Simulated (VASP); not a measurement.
Set up this calculation in VASP 6.6.1, as the native input.

```yaml
Task: single point
Functional: PBE
Potentials_or_basis: VASP PAW PBE potentials, release 64 (Zr_sv, C)
Cutoff: 520 eV
k_mesh: 15 × 15 × 15
Occupations: fermi-dirac, width 0.05 eV
Spin: no spin polarisation
Dipole_correction: no
Further_INCAR_settings: ALGO = Normal; EDIFF = 1e-06; NBANDS = 15
```

The structure of ZrC lies in POSCAR:

```
ZrC
1.0
    0.0000000000      2.3264688819      2.3264688819
    2.3264688819      0.0000000000      2.3264688819
    2.3264688819      2.3264688819      0.0000000000
Zr C
1 1
Direct
    0.5000000000      0.5000000000      0.5000000000
    0.0000000000      0.0000000000      0.0000000000
```

This cell differs from its parent crystal: volume scaled by 0.97.

The input as run:

INCAR

```
PREC = Accurate
ENCUT = 520
EDIFF = 1E-6
ISMEAR = -1
SIGMA = 0.05
LREAL = False
LASPH = True
NELM = 100
ALGO = Normal
ISIF = 2
LWAVE = False
LCHARG = False
GGA = PE
NBANDS = 15
```

KPOINTS

```
Automatic mesh
0
Gamma
  15 15 15
```

Potentials or basis: VASP PAW PBE potentials, release 64 (Zr_sv, C).

Command:

```console
$ cat potpaw_PBE.64/Zr_sv/POTCAR potpaw_PBE.64/C/POTCAR > POTCAR
$ mpirun -np 1 vasp_std > vasp.out
```

Results of the run:

| Quantity | Value |
| --- | --- |
| Pressure | 8.8 GPa |
| Band gap on the k mesh | zero (band 8 reaches 10.91 eV, above the bottom of band 9 at 9.60 eV) |

Wall time 12 s on 1 thread of Intel(R) Xeon(R) 6975P-C (Granite Rapids), with other jobs on the host, peak memory 0.17 GiB.
